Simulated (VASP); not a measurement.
# TaN in VASP: notebook

Runs on TaN. Level: PBE. Tasks: single point.

All numbers are computed with VASP 6.6.1; they aren't measurements. Logs are shortened: lines on timing, memory, paths and dates and some standing lists are left out, and cuts for length are marked.

### 1 The cell of the first run

Symmetry: P6_3mc, No. 186, hexagonal system. Conventional cell: a = 3.050 Å, b = 3.050 Å, c = 4.940 Å, α = 90.00°, β = 90.00°, γ = 120.00°. Ta (site symmetry 3m) has 4 N at 1.85 to 1.90 Å within 2.5 Å. Within 2.5 Å of N (site symmetry 3m) lie 4 Ta at 1.85 to 1.90 Å.

### 2 Single point, PBE

INCAR reads:

```
SYSTEM = TaN
ALGO     = Normal         ! electronic algorithm
EDIFF    = 1E-6           ! SCF threshold, eV
ENCUT    = 600            ! plane-wave cutoff, eV
GGA      = PE             ! functional
GGA_COMPAT= .FALSE.      
ISIF     = 2              ! what is computed and relaxed
ISMEAR   = -1             ! smearing method
LASPH    = .TRUE.         ! aspherical terms in the spheres
LCHARG   = .TRUE.         ! write CHGCAR
LELF     = .TRUE.         ! ELF
LREAL    = .FALSE.        ! projectors in reciprocal space
LVHAR    = .TRUE.       
LWAVE    = .FALSE.        ! write WAVECAR
NBANDS   = 24             ! bands
NELM     = 120            ! most SCF steps
PREC     = Accurate       ! precision mode
SIGMA    = 0.03           ! smearing width, eV
```

KPOINTS reads:

```
k-points
0
G
  7 7 4
  0 0 0
```

POSCAR reads:

```
TaN
1.0
    3.0500000000      0.0000000000      0.0000000000
   -1.5250000000      2.6413774815      0.0000000000
    0.0000000000      0.0000000000      4.9400000000
Ta N
2 2
Direct
    0.3333333333      0.6666666667      0.0000000000
    0.6666666667      0.3333333333      0.5000000000
    0.3333333333      0.6666666667      0.3850000000
    0.6666666667      0.3333333333      0.8850000000
```

Potentials or basis: VASP PAW PBE potentials, release 64 (Ta_pv, N).

Launch:

```sh
cat potpaw_PBE.64/Ta_pv/POTCAR potpaw_PBE.64/N/POTCAR > POTCAR
mpirun -np 1 vasp_std > vasp.out
```

OUTCAR:

```text
SYSTEM = TaN
   EDIFF = 1E-6
   ENCUT = 600
   GGA = PE
   ISIF = 2
   ISMEAR = -1
   LASPH = .TRUE.
   LREAL = .FALSE.
   NELM = 120
   PREC = Accurate

 ion  position               nearest neighbor table
   1  0.333  0.667  0.000-   4 1.85   4 1.85   4 1.85   3 1.90   2 3.03   2 3.03   2 3.03   2 3.03
                             2 3.03   2 3.03
   2  0.667  0.333  0.500-   3 1.85   3 1.85   3 1.85   4 1.90   1 3.03   1 3.03   1 3.03   1 3.03
                             1 3.03   1 3.03
   3  0.333  0.667  0.385-   2 1.85   2 1.85   2 1.85   1 1.90
   4  0.667  0.333  0.885-   1 1.85   1 1.85   1 1.85   2 1.90

  LATTYP: Found a hexagonal cell.
 ALAT       =     3.0500000000
 C/A-ratio  =     1.6196721311

  Lattice vectors:

 A1 = (   3.0500000000,   0.0000000000,   0.0000000000)
 A2 = (  -1.5250000000,   2.6413774815,   0.0000000000)
 A3 = (   0.0000000000,   0.0000000000,   4.9400000000)

Analysis of symmetry for initial positions (statically):
=====================================================================
 Subroutine PRICEL returns:
 Original cell was already a primitive cell.

 Routine SETGRP: Setting up the symmetry group for a
 hexagonal supercell.

 Subroutine GETGRP returns: Found 12 space group operations
 (whereof  6 operations were pure point group operations)
 out of a pool of 24 trial point group operations.

The static configuration has the point symmetry C_3v.
 The point group associated with its full space group is C_6v.

Analysis of symmetry for dynamics (positions and initial velocities):
=====================================================================
 Subroutine PRICEL returns:
 Original cell was already a primitive cell.

 Routine SETGRP: Setting up the symmetry group for a
 hexagonal supercell.

 Subroutine GETGRP returns: Found 12 space group operations
 (whereof  6 operations were pure point group operations)
 out of a pool of 24 trial point group operations.

The dynamic configuration has the point symmetry C_3v.
 The point group associated with its full space group is C_6v.

 Subroutine INISYM returns: Found 12 space group operations
 (whereof  6 operations are pure point group operations),
 and found     1 'primitive' translations

----------------------------------------------------------------------------------------

                                     Primitive cell

  volume of cell :      39.7976

  direct lattice vectors                    reciprocal lattice vectors
     3.050000000  0.000000000  0.000000000     0.327868852  0.189295170  0.000000000
    -1.525000000  2.641377482  0.000000000     0.000000000  0.378590340  0.000000000
     0.000000000  0.000000000  4.940000000     0.000000000  0.000000000  0.202429150

  length of vectors
     3.050000000  3.050000000  4.940000000     0.378590340  0.378590340  0.202429150

  position of ions in fractional coordinates (direct lattice)
     0.333333333  0.666666667  0.000000000
     0.666666667  0.333333333  0.500000000
     0.333333333  0.666666667  0.385000000
     0.666666667  0.333333333  0.885000000

  ion indices of the primitive-cell ions
   primitive index   ion index
                 1           1
                 2           2
                 3           3
                 4           4

----------------------------------------------------------------------------------------

 KPOINTS: k-points

Automatic generation of k-mesh.
 Grid dimensions read from file:
 generate k-points for:    7    7    4

 Generating k-lattice:

  Cartesian coordinates                     Fractional coordinates (reciprocal lattice)
     0.046838407  0.027042167  0.000000000     0.142857143  0.000000000  0.000000000
     0.000000000  0.054084334  0.000000000     0.000000000  0.142857143  0.000000000
     0.000000000  0.000000000  0.050607287     0.000000000  0.000000000  0.250000000

  Length of vectors
     0.054084334  0.054084334  0.050607287

  Shift w.r.t. Gamma in fractional coordinates (k-lattice)
     0.000000000  0.000000000  0.000000000

 Subroutine IBZKPT returns following result:
 ===========================================

 Found     24 irreducible k-points:

 Following reciprocal coordinates:
            Coordinates               Weight
  0.000000  0.000000  0.000000      1.000000
  0.142857  0.000000  0.000000      6.000000
  0.285714  0.000000  0.000000      6.000000
  0.428571  0.000000  0.000000      6.000000
  0.142857  0.142857  0.000000      6.000000
  0.285714  0.142857  0.000000     12.000000
[... 16 lines left out ...]
  0.428571  0.142857  0.500000      6.000000
  0.285714  0.285714  0.500000      6.000000
   k-points           NKPTS =     24   k-points in BZ     NKDIM =     24   number of bands    NBANDS=     24
   number of dos      NEDOS =    301   number of ions     NIONS =      4
   total plane-waves  NPLWV =  23040
   dimension x,y,z NGX =    24 NGY =   24 NGZ =   40
   dimension x,y,z NGXF=    48 NGYF=   48 NGZF=   80
   ions per type =               2   2
   NGX,Y,Z   is equivalent  to a cutoff of  13.08, 13.08, 13.46 a.u.
   NGXF,Y,Z  is equivalent  to a cutoff of  26.16, 26.16, 26.92 a.u.
 SYSTEM =  TaN
   PREC   = accura    normal or accurate (medium, high low for compatibility)
   ISTART =      0    job   : 0-new  1-cont  2-samecut
   ICHARG =      2    charge: 1-file 2-atom 10-const
   ISPIN  =      1    spin polarized calculation?
   LNONCOLLINEAR =      F non collinear calculations
   LSORBIT =      F    spin-orbit coupling
   LASPH  =      T    aspherical Exc in radial PAW
   ENCUT  =  600.0 eV  44.10 Ry    6.64 a.u.   6.09  6.09  9.87*2*pi/ulx,y,z
   NELM   =    120;   NELMIN=  2; NELMDL= -5     # of ELM steps
   EDIFF  = 0.1E-05   stopping-criterion for ELM
   LREAL  =      F    real-space projection
   EDIFFG = 0.1E-04   stopping-criterion for IOM
   NSW    =      0    number of steps for IOM
   IBRION =     -1    ionic relax: 0-MD 1-quasi-New 2-CG
   NFREE  =      0    steps in history (QN), initial steepest desc. (CG)
   ISIF   =      2    stress and relaxation
   ISYM   =      2    0-nonsym 1-usesym 2-fastsym
   POTIM  = 0.5000    time-step for ionic-motion
   TEBEG  =    0.0;   TEEND  =   0.0 temperature during run
   PSTRESS=    0.0 pullay stress
   NELECT =      32.0000    total number of electrons
   NUPDOWN=      -1.0000    fix difference up-down
   EMIN   =  10.00;   EMAX   =-10.00  energy-range for DOS
   EFERMI =   0.00;   METHOD = LEGACY
   ISMEAR =    -1;   SIGMA  =   0.03  broadening in eV -4-tet -1-fermi 0-gaus
   EFERMI_NEDOS =   21; number of points for ismear=-14 and -15
   IALGO  =     38    algorithm
   IMIX   =      4    mixing-type and parameters
     AMIX     =   0.40;   BMIX     =  1.00
     AMIX_MAG =   1.60;   BMIX_MAG =  1.00
  volume/ion in A,a.u.               =       9.95        67.14
  Fermi-wavevector in a.u.,A,eV,Ry     =   1.522319  2.876766 31.530901  2.317456
  Thomas-Fermi vector in A             =   2.630915
   LORBIT       =      0    0 simple, 1 ext, 2 COOP (PROOUT), +10 PAW based schemes
   GGA     = PE    functional components
   LHFCALC =     F    Hartree Fock is set to
   AEXX    =    0.0000 exact exchange contribution
   IVDW    =     0    specifies the selected vdW correction
   LEPSILON=     F    determine dielectric tensor
   LRPA    =     F    only Hartree local field effects (RPA)
 non-spin polarized calculation
  energy-cutoff  :      600.00
  volume of cell :       39.80
 maximum number of plane-waves:      1348
   NGX = 13   NGY = 13   NGZ = 19

 number of electron      32.0000000 magnetization

 Free energy of the ion-electron system (eV)
  ---------------------------------------------------
  ext. energy  EPLUGINS =         0.00000000
  ---------------------------------------------------
  free energy    TOTEN  =       -37.68383929 eV

  energy without entropy =      -37.68068229  energy(sigma->0) =      -37.68226079

 E-fermi :   9.7304     XC(G=0): -13.5431

 val. band max:        9.6367682199   @ k =   0.2857   0.0000   0.2500
 cond. band min:       9.7916576218   @ k =   0.4286   0.0000   0.2500
 fundamental gap:      0.1548894019
 Fermi energy:         9.7303568694

 k-point     1 :       0.0000    0.0000    0.0000
  band No.  band energies     occupation
      1     -26.3366      2.00000
      2     -25.2081      2.00000
      3     -25.2081      2.00000
      4     -25.0165      2.00000
      5     -25.0165      2.00000
      6     -24.9802      2.00000
[... 16 lines left out ...]
     23      16.4713      0.00000
     24      16.4713      0.00000

 k-point     2 :       0.1429    0.0000    0.0000
  band No.  band energies     occupation
      1     -26.2661      2.00000
      2     -25.4086      2.00000
      3     -25.2663      2.00000
      4     -25.2445      2.00000
      5     -25.0503      2.00000
      6     -25.0145      2.00000
[... 16 lines left out ...]
     23      16.4689      0.00000
     24      17.4494      0.00000

 k-point     3 :       0.2857    0.0000    0.0000
  band No.  band energies     occupation
      1     -26.1278      2.00000
      2     -25.8038      2.00000
      3     -25.7007      2.00000
      4     -25.3905      2.00000
      5     -25.1292      2.00000
      6     -25.1181      2.00000
[... 16 lines left out ...]
     23      17.0216      0.00000
     24      17.8181      0.00000

 k-point     4 :       0.4286    0.0000    0.0000
  band No.  band energies     occupation
      1     -26.2687      2.00000
      2     -26.0670      2.00000
      3     -25.7540      2.00000
      4     -25.4851      2.00000
      5     -25.2616      2.00000
      6     -25.1941      2.00000
[... 16 lines left out ...]
     23      16.1009      0.00000
     24      16.7802      0.00000

 k-point     5 :       0.1429    0.1429    0.0000
  band No.  band energies     occupation
      1     -26.1523      2.00000
      2     -25.6529      2.00000
      3     -25.6129      2.00000
      4     -25.3534      2.00000
      5     -25.1451      2.00000
      6     -25.0837      2.00000
[... 16 lines left out ...]
     23      17.2009      0.00000
     24      18.0419      0.00000

 k-point     6 :       0.2857    0.1429    0.0000
  band No.  band energies     occupation
      1     -26.1330      2.00000
      2     -25.9636      2.00000
      3     -25.7692      2.00000
      4     -25.5339      2.00000
      5     -25.2691      2.00000
      6     -25.2170      2.00000
[... 16 lines left out ...]
     23      16.6990      0.00000
     24      17.9825      0.00000
[... 379 lines left out ...]
 k-point    21 :       0.1429    0.1429    0.5000
  band No.  band energies     occupation
      1     -25.9313      2.00000
      2     -25.9313      2.00000
      3     -25.3367      2.00000
      4     -25.3367      2.00000
      5     -25.2443      2.00000
      6     -25.2443      2.00000
[... 16 lines left out ...]
     23      17.7808      0.00000
     24      17.7808      0.00000

 k-point    22 :       0.2857    0.1429    0.5000
  band No.  band energies     occupation
      1     -26.2008      2.00000
      2     -26.2008      2.00000
      3     -25.4496      2.00000
      4     -25.4496      2.00000
      5     -25.2824      2.00000
      6     -25.2824      2.00000
[... 16 lines left out ...]
     23      17.5060      0.00000
     24      17.5060      0.00000

 k-point    23 :       0.4286    0.1429    0.5000
  band No.  band energies     occupation
      1     -26.3256      2.00000
      2     -26.3256      2.00000
      3     -25.5114      2.00000
      4     -25.5114      2.00000
      5     -25.2756      2.00000
      6     -25.2756      2.00000
[... 16 lines left out ...]
     23      16.5690      0.00000
     24      16.5690      0.00000

 k-point    24 :       0.2857    0.2857    0.5000
  band No.  band energies     occupation
      1     -26.2525      2.00000
      2     -26.2525      2.00000
      3     -25.6595      2.00000
      4     -25.6595      2.00000
      5     -25.2591      2.00000
      6     -25.2591      2.00000
[... 16 lines left out ...]
     23      17.4484      0.00000
     24      17.4484      0.00000

------------------------ aborting loop because EDIFF is reached ----------------------------------------

  FORCE on cell =-STRESS in cart. coord.  units (eV):
  Direction    XX          YY          ZZ          XY          YZ          ZX
  --------------------------------------------------------------------------------------
  -------------------------------------------------------------------------------------
  Total       37.1374420     37.1374420     30.0217018      0.0000000      0.0000000      0.0000000
  in kB     1495.0830226   1495.0830226   1208.6168097      0.0000000      0.0000000      0.0000000
  external PRESSURE =    1399.5942849 kB  Pullay stress =       0.0000000 kB

 VOLUME and BASIS-vectors are now :
 -----------------------------------------------------------------------------
  energy-cutoff  :      600.00
  volume of cell :       39.80
      direct lattice vectors                 reciprocal lattice vectors
     3.050000000  0.000000000  0.000000000     0.327868852  0.189295170  0.000000000
    -1.525000000  2.641377482  0.000000000     0.000000000  0.378590340  0.000000000
     0.000000000  0.000000000  4.940000000     0.000000000  0.000000000  0.202429150

 POSITION                                       TOTAL-FORCE (eV/Angst)
 -----------------------------------------------------------------------------------
     -0.00000      1.76092      0.00000        -0.000000      0.000000      1.982848
      1.52500      0.88046      2.47000         0.000000     -0.000000      1.982848
     -0.00000      1.76092      1.90190         0.000000     -0.000000     -1.982848
      1.52500      0.88046      4.37190         0.000000      0.000000     -1.982848
 -----------------------------------------------------------------------------------
    total drift:                               -0.000000      0.000000      0.001338

  FREE ENERGIE OF THE ION-ELECTRON SYSTEM (eV)
  ---------------------------------------------------
  free  energy   TOTEN  =       -37.6838392890 eV

  energy  without entropy=      -37.6806822869  energy(sigma->0) =      -37.68226079
```

Wall time 29 s (1 thread of AMD EPYC 7R43 (Zen 3), shared host); peak memory 0.13 GiB.

What came out:

```
Free energy            : -37.6838 eV
Pressure               : 140.0 GPa
Largest force          : 1.983 eV/Å
Band gap on the k mesh : zero (bands 16 and 17 overlap by 2.46 eV)
```

Forces on the atoms (eV/Å):
```
Ta   0.000  0.000  1.983
Ta   0.000  0.000  1.983
N    0.000  0.000 -1.983
N    0.000  0.000 -1.983
```

Stress tensor (GPa, compression positive):
```
149.51   0.00   0.00
  0.00 149.51   0.00
  0.00   0.00 120.86
```

Caveat: the cell stands under pressure; spin-orbit coupling is left out, which moves the levels of the heavy elements; forces of over 1 eV/Å act on the atoms, so gaps and moduli don't describe the material at rest.

(Continued in part 2 of 2.)
